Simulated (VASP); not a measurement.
# Hg: single point with PBEsol

The system is Hg.

```
CELL_PARAMETERS angstrom
3.78075 0.00000 0.00000
0.00000 3.78075 0.00000
0.00000 0.00000 3.44304
ATOMIC_POSITIONS crystal
Hg 0.00000 0.00000 0.00000
Hg 0.50000 0.50000 0.50000
```

This cell differs from its parent crystal: strain along c alone, the other axes held: +3.0 %.

```yaml
Program: VASP 6.6.1
Task: single point
Functional: PBEsol
Potentials_or_basis: VASP PAW PBE potentials, release 64 (Hg)
Cutoff: 520 eV
k_mesh: 12 × 12 × 12
Occupations: gaussian, width 0.1 eV
Spin: no spin polarisation
```

| Item | Value |
| --- | --- |
| Pressure | -0.7 GPa |
| Band gap on the k mesh | zero (band 12 reaches 4.93 eV, above the bottom of band 13 at 0.73 eV) |

Stress tensor (GPa, compression positive):
```
-0.86  0.00  0.00
 0.00 -0.86  0.00
 0.00  0.00 -0.52
```

Levels at points of the mesh, in eV from the Fermi level:
| k point | band 10 | band 11 | band 12 | band 13 | band 14 | band 15 |
| --- | --- | --- | --- | --- | --- | --- |
| (0.00, 0.00, 0.00) | -5.64 | -5.56 | 2.73 | 3.14 | 3.14 | 5.35 |
| (0.50, 0.00, 0.00) | -6.24 | -4.97 | -4.97 | 7.51 | 7.51 | 7.63 |
| (0.50, 0.50, 0.00) | -5.51 | -1.71 | -1.71 | -1.46 | -1.46 | 10.46 |
| (0.00, 0.00, 0.50) | -6.33 | -4.21 | -4.21 | 6.87 | 6.87 | 8.18 |
| (0.50, 0.00, 0.50) | -5.47 | -1.09 | -1.09 | -1.06 | -1.06 | 8.80 |
| (0.50, 0.50, 0.50) | -5.93 | -0.71 | -0.71 | 3.01 | 3.01 | 3.65 |

Wall time 84 s on 1 thread of Intel Xeon 6975P-C, on a shared host, peak memory 0.26 GiB.

Caveat: the cell differs from its parent crystal (strain along c alone, the other axes held: +3.0 %); the PAW data sets were made with another functional, which shifts forces and pressure a little; spin-orbit coupling is left out, which moves the levels of the heavy elements.
